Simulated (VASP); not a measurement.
Here is a VASP 6.6.1 calculation.

INCAR

```
PREC = Accurate
ENCUT = 600
EDIFF = 1E-6
ISMEAR = 0
SIGMA = 0.01
LREAL = False
LASPH = True
NELM = 120
ALGO = Normal
ISIF = 2
LWAVE = False
LCHARG = True
GGA = PE
LELF = True
LVHAR = True
NBANDS = 19
GGA_COMPAT = False
```

KPOINTS

```
regular mesh
0
Gamma
  6 6 6
```

POSCAR

```
CaF2
1.0
    0.0000000000      2.6847029205      2.6847029205
    2.6847029205      0.0000000000      2.6847029205
    2.6847029205      2.6847029205      0.0000000000
Ca F
1 2
Direct
    0.0000000000      0.0000000000      0.0000000000
    0.2500000000      0.2500000000      0.2500000000
    0.7500000000      0.7500000000      0.7500000000
```

Potentials or basis: VASP PAW PBE potentials, release 64 (Ca_sv, F).

Command:

```bash
$ cat potpaw_PBE.64/Ca_sv/POTCAR potpaw_PBE.64/F/POTCAR > POTCAR
$ mpirun -np 1 vasp_std > vasp.out
```

Question: Estimate the pressure.

Answer: 7.5 GPa.

Question: Estimate the band gap on the k mesh.

Answer: 7.59 eV, indirect (least direct gap 7.85 eV).

A k mesh can miss the band edges. PBE gaps usually lie below the measured ones, often by a third to a half.
